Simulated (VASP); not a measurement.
A run of VASP 6.6.1 is set up as follows.

File INCAR:

```
SYSTEM = ZnS
PREC = Accurate
ENCUT = 520
EDIFF = 1E-6
ISMEAR = 0
SIGMA = 0.05
LREAL = .FALSE.
LASPH = .TRUE.
NELM = 80
ALGO = Normal
ISIF = 2
LWAVE = .FALSE.
LCHARG = .TRUE.
GGA = PS
LELF = .TRUE.
LVHAR = .TRUE.
NBANDS = 66
```

Contents of KPOINTS:

```
Automatic mesh
0
G
  9 9 2
  0 0 0
```

The input POSCAR:

```
ZnS
1.0
    3.8194929995      0.0000000000      0.0000000000
   -1.9097464997      3.3077779671      0.0000000000
    0.0000000000      0.0000000000     18.2430444134
Zn S
6 6
Direct
    0.0000000000      0.0000000000      0.0000277175
    0.0000000000      0.0000000000      0.5000277175
    0.3333333333      0.6666666667      0.1568457412
    0.6666666667      0.3333333333      0.6568457412
    0.6666666667      0.3333333333      0.3332753580
    0.3333333333      0.6666666667      0.8332753580
    0.0000000000      0.0000000000      0.1251125986
    0.0000000000      0.0000000000      0.6251125986
    0.3333333333      0.6666666667      0.2916367831
    0.6666666667      0.3333333333      0.7916367831
    0.6666666667      0.3333333333      0.4581259436
    0.3333333333      0.6666666667      0.9581259436
```

Potentials or basis: VASP PAW PBE potentials, release 64 (Zn, S).

Launch:

```sh
$ cat potpaw_PBE.64/Zn/POTCAR potpaw_PBE.64/S/POTCAR > POTCAR
$ mpirun -np 1 vasp_std > vasp.out
```

What does it give for the band gap on the k mesh?

1.99 eV.

What does it give for the largest force?

1.054 eV/Å.

Stress tensor (GPa, compression positive):
```
-0.14  0.00  0.00
 0.00 -0.14  0.00
 0.00  0.00  1.63
```

Caveat: the PAW data sets were made with another functional, which shifts forces and pressure a little. A k mesh can miss the band edges.
